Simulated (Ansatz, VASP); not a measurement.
CS2: VASP beside Ansatz

File INCAR:

```
PREC = Accurate ; ENCUT = 520
EDIFF = 1E-6 ; ISMEAR = -1
SIGMA = 0.05 ; LREAL = False
LASPH = True ; NELM = 60
ALGO = Normal ; ISIF = 2
LWAVE = False ; LCHARG = False
GGA = CA ; NBANDS = 25
```

The input KPOINTS:

```
regular mesh
0
Gamma
  6 6 3
```

The input POSCAR:

```
CS2
1.0
    3.6457880000     -2.9943140000      0.0000000000
    3.6457880000      2.9943140000      0.0000000000
    0.0000000000      0.0000000000      9.8512570000
S C
4 2
Direct
    0.1815210000      0.8184790000      0.8868670000
    0.3184790000      0.6815210000      0.3868670000
    0.6815210000      0.3184790000      0.6131330000
    0.8184790000      0.1815210000      0.1131330000
    0.5000000000      0.5000000000      0.5000000000
    0.0000000000      0.0000000000      0.0000000000
```

Contents of input.yaml:

```yaml
crystal:
  lattice:
    - [3.645788, -2.994314, 0.0]
    - [3.645788, 2.994314, 0.0]
    - [0.0, 0.0, 9.851257]
  atoms:
    - { symbol: S, position: [0.181521, 0.818479, 0.886867] }
    - { symbol: S, position: [0.318479, 0.681521, 0.386867] }
    - { symbol: S, position: [0.681521, 0.318479, 0.613133] }
    - { symbol: S, position: [0.818479, 0.181521, 0.113133] }
    - { symbol: C, position: [0.5, 0.5, 0.5] }
    - { symbol: C, position: [0.0, 0.0, 0.0] }
hamiltonian:
  xc: lda
  pseudopotentials: { kind: paw }
kpoints:
  mp_grid: { grid: [6, 6, 3] }
  band_path:
    path:
      - [[0.0, 0.0, 0.0], [0.4186366119, -0.4186366119, 0.0], [0.0, -0.5, 0.0], [0.0, -0.5, -0.5], [0.4186366119, -0.4186366119, -0.5], [0.0, 0.0, -0.5], [0.0, 0.0, 0.0], [-0.5, -0.5, 0.0], [-0.4186366119, -0.5813633881, 0.0], [-0.4186366119, -0.5813633881, -0.5], [-0.5, -0.5, -0.5], [-0.5, -0.5, 0.0]]
      - [[0.0, 0.0, -0.5], [-0.5, -0.5, -0.5]]
    npoints: 14
scf:
  occupations: { method: fermi_dirac, width: 0.05 }
  n_extra_bands: 15
output:
  forces: true
  stress: true
  eigenvalues: true
  fatbands: true
```

Alike in both runs: functional LDA; k mesh 6 × 6 × 3; occupations fermi-dirac, width 0.05 eV; no spin polarisation.

|  | VASP | Ansatz |
| --- | --- | --- |
| version | VASP 6.6.1 | Ansatz 0.2.0 |
| potentials or method | VASP PAW LDA potentials, release 64 (S, C) | Ansatz PAW |
| plane-wave cutoff (eV) | 520 | 420 |
| valence electrons in the cell | 32 | 32 |
| task | single point | band structure |

```tsv
	VASP	Ansatz	Ansatz less VASP
gap on the k mesh at the Fermi level (eV)	3.34	3.32	-0.018
least direct gap on the mesh (eV)	3.34	3.32	-0.018
pressure (GPa)	-1.6	-1.1	+0.47
traceless stress, the component that is largest in VASP (GPa)	0.80	0.36	-0.438
rms of the force components (eV/Å)	0.236	0.104	-0.1320
```

LDA's correlation is that of Perdew and Zunger in VASP and of Perdew and Wang (1992) in Ansatz. Atom by atom the forces differ by 0.132 eV/Å (rms over components).
